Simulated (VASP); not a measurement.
# InSb3 (P4/mmm) in VASP: a series of runs

Runs on InSb3. Level: PBE. Tasks: single point.

All numbers are computed with VASP 6.6.1; they aren't measurements. Logs are shortened: lines on timing, memory, paths and dates and some standing lists are left out, and cuts for length are marked.

### 1 The cell of the first run

It takes space group P4/mmm (No. 123, tetragonal). Conventional cell: a = 4.490 Å, b = 4.490 Å, c = 5.386 Å, α = 90.00°, β = 90.00°, γ = 90.00°. Within 4.2 Å of In (site symmetry 4/mmm) lie 12 Sb at 3.17 to 3.51 Å. Within 4.2 Å of Sb (site symmetry mmm) lie 8 Sb at 3.17 to 3.51 Å and 4 In at 3.51 Å. Sb (site symmetry 4/mmm) has 4 In at 3.17 Å and 8 Sb at 3.51 Å within 4.2 Å.

### 2 Single point, PBE (volume 27.145 Å^3 an atom, c/a of the conventional cell 1.1996)

INCAR reads:

```
  PREC = Accurate
  ENCUT = 520
  EDIFF = 1E-6
  ISMEAR = 0
  SIGMA = 0.15
  LREAL = F
  LASPH = T
  NELM = 80
  ALGO = Normal
  ISIF = 2
  LWAVE = F
  LCHARG = F
  GGA = PE
  NBANDS = 22
```

KPOINTS reads:

```
regular mesh
0
Gamma
  10 10 10
```

POSCAR reads:

```
InSb3
1.0
    4.4899116307      0.0000000000      0.0000000000
    0.0000000000      4.4899116307      0.0000000000
    0.0000000000      0.0000000000      5.3860979921
In Sb
1 3
Direct
    0.0000000000      0.0000000000      0.0000000000
    0.5000000000      0.0000000000      0.5000000000
    0.0000000000      0.5000000000      0.5000000000
    0.5000000000      0.5000000000      0.0000000000
```

Potentials or basis: VASP PAW PBE potentials, release 64 (In_d, Sb).

The run is started by

```bash
$ cat potpaw_PBE.64/In_d/POTCAR potpaw_PBE.64/Sb/POTCAR > POTCAR
$ mpirun -np 1 vasp_std > vasp.out
```

OUTCAR:

```text
PREC = Accurate
   ENCUT = 520
   EDIFF = 1E-6
   ISMEAR = 0
   LREAL = F
   LASPH = T
   NELM = 80
   ISIF = 2
   GGA = PE

 ion  position               nearest neighbor table
   1  0.000  0.000  0.000-   4 3.17   4 3.17   4 3.17   4 3.17   3 3.51   3 3.51   3 3.51   3 3.51
                             2 3.51   2 3.51   2 3.51   2 3.51
   2  0.500  0.000  0.500-   3 3.17   3 3.17   3 3.17   3 3.17   4 3.51   1 3.51   4 3.51   4 3.51
                             1 3.51   4 3.51   1 3.51   1 3.51
   3  0.000  0.500  0.500-   2 3.17   2 3.17   2 3.17   2 3.17   4 3.51   1 3.51   1 3.51   1 3.51
                             4 3.51   4 3.51   4 3.51   1 3.51
   4  0.500  0.500  0.000-   1 3.17   1 3.17   1 3.17   1 3.17   3 3.51   2 3.51   2 3.51   2 3.51
                             3 3.51   3 3.51   3 3.51   2 3.51

  LATTYP: Found a simple tetragonal cell.
 ALAT       =     4.4899116307
 C/A-ratio  =     1.1996000000

  Lattice vectors:

 A1 = (   4.4899116307,   0.0000000000,   0.0000000000)
 A2 = (   0.0000000000,   4.4899116307,   0.0000000000)
 A3 = (   0.0000000000,   0.0000000000,   5.3860979921)

Analysis of symmetry for initial positions (statically):
=====================================================================
 Subroutine PRICEL returns:
 Original cell was already a primitive cell.

 Routine SETGRP: Setting up the symmetry group for a
 simple tetragonal supercell.

 Subroutine GETGRP returns: Found 16 space group operations
 (whereof 16 operations were pure point group operations)
 out of a pool of 16 trial point group operations.

The static configuration has the point symmetry D_4h.

Analysis of symmetry for dynamics (positions and initial velocities):
=====================================================================
 Subroutine PRICEL returns:
 Original cell was already a primitive cell.

 Routine SETGRP: Setting up the symmetry group for a
 simple tetragonal supercell.

 Subroutine GETGRP returns: Found 16 space group operations
 (whereof 16 operations were pure point group operations)
 out of a pool of 16 trial point group operations.

The dynamic configuration has the point symmetry D_4h.

 Subroutine INISYM returns: Found 16 space group operations
 (whereof 16 operations are pure point group operations),
 and found     1 'primitive' translations

[... 92 lines left out ...]
   ISPIN  =      1    spin polarized calculation?
   LNONCOLLINEAR =      F non collinear calculations
   LSORBIT =      F    spin-orbit coupling
   LASPH  =      T    aspherical Exc in radial PAW
   ENCUT  =  520.0 eV  38.22 Ry    6.18 a.u.   8.35  8.35 10.01*2*pi/ulx,y,z
   NELM   =     80;   NELMIN=  2; NELMDL= -5     # of ELM steps
   EDIFF  = 0.1E-05   stopping-criterion for ELM
   LREAL  =      F    real-space projection
   EDIFFG = 0.1E-04   stopping-criterion for IOM
   NSW    =      0    number of steps for IOM
   IBRION =     -1    ionic relax: 0-MD 1-quasi-New 2-CG
   NFREE  =      0    steps in history (QN), initial steepest desc. (CG)
   ISIF   =      2    stress and relaxation
   ISYM   =      2    0-nonsym 1-usesym 2-fastsym
   POTIM  = 0.5000    time-step for ionic-motion
   TEBEG  =    0.0;   TEEND  =   0.0 temperature during run
   PSTRESS=    0.0 pullay stress
   NELECT =      28.0000    total number of electrons
   NUPDOWN=      -1.0000    fix difference up-down
   EMIN   =  10.00;   EMAX   =-10.00  energy-range for DOS
   EFERMI =   0.00;   METHOD = LEGACY
   ISMEAR =     0;   SIGMA  =   0.15  broadening in eV -4-tet -1-fermi 0-gaus
   EFERMI_NEDOS =   21; number of points for ismear=-14 and -15
   IALGO  =     38    algorithm
   IMIX   =      4    mixing-type and parameters
     AMIX     =   0.40;   BMIX     =  1.00
     AMIX_MAG =   1.60;   BMIX_MAG =  1.00
  volume/ion in A,a.u.               =      27.15       183.18
  Fermi-wavevector in a.u.,A,eV,Ry     =   1.042024  1.969139 14.773386  1.085813
  Thomas-Fermi vector in A             =   2.176670
   LORBIT       =      0    0 simple, 1 ext, 2 COOP (PROOUT), +10 PAW based schemes
   GGA     = PE    functional components
   LHFCALC =     F    Hartree Fock is set to
   AEXX    =    0.0000 exact exchange contribution
   IVDW    =     0    specifies the selected vdW correction
   LEPSILON=     F    determine dielectric tensor
   LRPA    =     F    only Hartree local field effects (RPA)
 non-spin polarized calculation
 Gauss-broadening in eV      SIGMA  =   0.15
  energy-cutoff  :      520.00
  volume of cell :      108.58
 maximum number of plane-waves:      2956
 NGX is ok and might be reduce to    36
   NGX = 17   NGY = 17   NGZ = 21

 number of electron      28.0000010 magnetization

 Free energy of the ion-electron system (eV)
  ---------------------------------------------------
  ext. energy  EPLUGINS =         0.00000000
  ---------------------------------------------------
  free energy    TOTEN  =       -14.23087763 eV

  energy without entropy =      -14.20768836  energy(sigma->0) =      -14.21928299

 E-fermi :   8.0172     XC(G=0): -10.1538

 val. band max:        7.9965949533   @ k =   0.4000   0.3000   0.0000
 cond. band min:       8.0189432658   @ k =   0.5000   0.1000   0.0000
 fundamental gap:      0.0223483125
 Fermi energy:         8.0171894438

 k-point     1 :       0.0000    0.0000    0.0000
  band No.  band energies     occupation
      1      -6.4857      2.00000
      2      -6.4346      2.00000
      3      -6.4337      2.00000
      4      -6.4337      2.00000
      5      -6.4330      2.00000
      6      -4.2550      2.00000
[... 589 lines left out ...]
     21      13.3821      0.00000
     22      13.4713      0.00000

 [... further k-points ...]
[... 5 lines left out ...]
  --------------------------------------------------------------------------------------
  -------------------------------------------------------------------------------------
  Total        1.2793950      1.2793950      0.7019725      0.0000000     -0.0000000      0.0000000
  in kB       18.8784095     18.8784095     10.3581182      0.0000000     -0.0000000      0.0000000
  external PRESSURE =      16.0383124 kB  Pullay stress =       0.0000000 kB

 VOLUME and BASIS-vectors are now :
 -----------------------------------------------------------------------------
  energy-cutoff  :      520.00
  volume of cell :      108.58
      direct lattice vectors                 reciprocal lattice vectors
     4.489911631  0.000000000  0.000000000     0.222721533  0.000000000  0.000000000
     0.000000000  4.489911631  0.000000000     0.000000000  0.222721533  0.000000000
     0.000000000  0.000000000  5.386097992     0.000000000  0.000000000  0.185663165

 POSITION                                       TOTAL-FORCE (eV/Angst)
 -----------------------------------------------------------------------------------
      0.00000      0.00000      0.00000         0.000000      0.000000      0.000000
      2.24496      0.00000      2.69305         0.000000      0.000000      0.000000
      0.00000      2.24496      2.69305         0.000000      0.000000      0.000000
      2.24496      2.24496      0.00000         0.000000      0.000000      0.000000
 -----------------------------------------------------------------------------------
    total drift:                                0.000000     -0.000000     -0.000000

  FREE ENERGIE OF THE ION-ELECTRON SYSTEM (eV)
  ---------------------------------------------------
  free  energy   TOTEN  =       -14.2308776279 eV

  energy  without entropy=      -14.2076883606  energy(sigma->0) =      -14.21928299
```

Wall time 2.3 min (1 thread of Intel Xeon Platinum 8259CL at 2.50GHz (Skylake/Cascade Lake), shared host); peak memory 0.42 GiB.

Results:

| Quantity | Value |
| --- | --- |
| Free energy | -14.2309 eV |
| Pressure | 1.6 GPa |
| Band gap on the k mesh | zero (band 14 reaches 10.03 eV, above the bottom of band 15 at 6.63 eV) |

Caveat: spin-orbit coupling is left out, which moves the levels of the heavy elements.

### 3 Single point, PBE (volume 25.657 Å^3 an atom, c/a of the conventional cell 1.0625)

INCAR reads:

```
PREC = Accurate
ENCUT = 520
EDIFF = 1E-6
ISMEAR = 0
SIGMA = 0.15
LREAL = F
LASPH = T
NELM = 80
ALGO = Normal
ISIF = 2
LWAVE = F
LCHARG = F
GGA = PE
NBANDS = 22
```

KPOINTS is that of step 2.

POSCAR reads:

```
InSb3
1.0
    4.5882348816      0.0000000000      0.0000000000
    0.0000000000      4.5882348816      0.0000000000
    0.0000000000      0.0000000000      4.8749995617
In Sb
1 3
Direct
    0.0000000000      0.0000000000      0.0000000000
    0.5000000000      0.0000000000      0.5000000000
    0.0000000000      0.5000000000      0.5000000000
    0.5000000000      0.5000000000      0.0000000000
```

Potentials or basis: VASP PAW PBE potentials, release 64 (In_d, Sb).

The run is started by

```bash
$ cat potpaw_PBE.64/In_d/POTCAR potpaw_PBE.64/Sb/POTCAR > POTCAR
$ mpirun -np 1 vasp_std > vasp.out
```

Wall time 2.4 min (1 thread of Intel Xeon 6975P-C, shared host); peak memory 0.4 GiB.

The run converged. Its results:

```
Free energy            : -14.1282 eV
Pressure               : 5.1 GPa
Band gap on the k mesh : zero (band 14 reaches 12.15 eV, above the bottom of band 15 at 7.45 eV)
```

Stress tensor (GPa, compression positive):
```
5.19 0.00 0.00
0.00 5.19 0.00
0.00 0.00 4.94
```

Levels at points of the mesh, in eV from the Fermi level:
| k point | band 12 | band 13 | band 14 | band 15 | band 16 | band 17 |
| --- | --- | --- | --- | --- | --- | --- |
| (0.00, 0.00, 0.00) | -3.52 | 0.37 | 0.37 | 0.50 | 1.80 | 2.03 |
| (0.50, 0.00, 0.00) | -2.57 | -2.08 | -1.29 | -1.03 | 2.06 | 2.40 |
| (0.50, 0.50, 0.00) | -2.08 | -1.67 | -1.37 | -1.37 | -0.89 | 0.69 |
| (0.00, 0.00, 0.50) | -2.26 | -2.26 | -0.96 | -0.81 | 1.84 | 2.35 |
| (0.50, 0.00, 0.50) | -1.41 | -1.39 | -1.14 | -1.05 | -0.02 | 1.11 |
| (0.50, 0.50, 0.50) | -5.37 | -4.94 | 3.33 | 3.62 | 3.62 | 4.42 |

Caveat: spin-orbit coupling is left out, which moves the levels of the heavy elements.

[end of part 1 of 2]
